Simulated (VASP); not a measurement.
Here is a VASP 6.6.1 calculation.

INCAR

```
ALGO = Normal
EDIFF = 1E-7
ENCUT = 520
GGA = PE
ISIF = 2
ISMEAR = -1
LASPH = T
LCHARG = F
LREAL = F
LWAVE = F
NBANDS = 17
NELM = 60
PREC = Accurate
SIGMA = 0.1
```

The input KPOINTS:

```
k-points
0
Gamma
  11 11 11
```

Contents of POSCAR:

```
PbS
1.0
    0.0000000000      3.3232491869      3.3232491869
    3.3232491869      0.0000000000      3.3232491869
    3.3232491869      3.3232491869      0.0000000000
Pb S
1 1
Direct
    0.0000000000      0.0000000000      0.0000000000
    0.2500000000      0.2500000000      0.2500000000
```

Potentials or basis: VASP PAW PBE potentials, release 64 (Pb_d, S).

Launch:

```sh
$ cat potpaw_PBE.64/Pb_d/POTCAR potpaw_PBE.64/S/POTCAR > POTCAR
$ mpirun -np 1 vasp_std > vasp.out
```

(1) Estimate the pressure.

(2) Predict the band gap on the k mesh.

Results:

(1) 0.0 GPa.

(2) 0.92 eV, indirect (least direct gap 1.32 eV).

Caveat: spin-orbit coupling is left out, which moves the levels of the heavy elements.
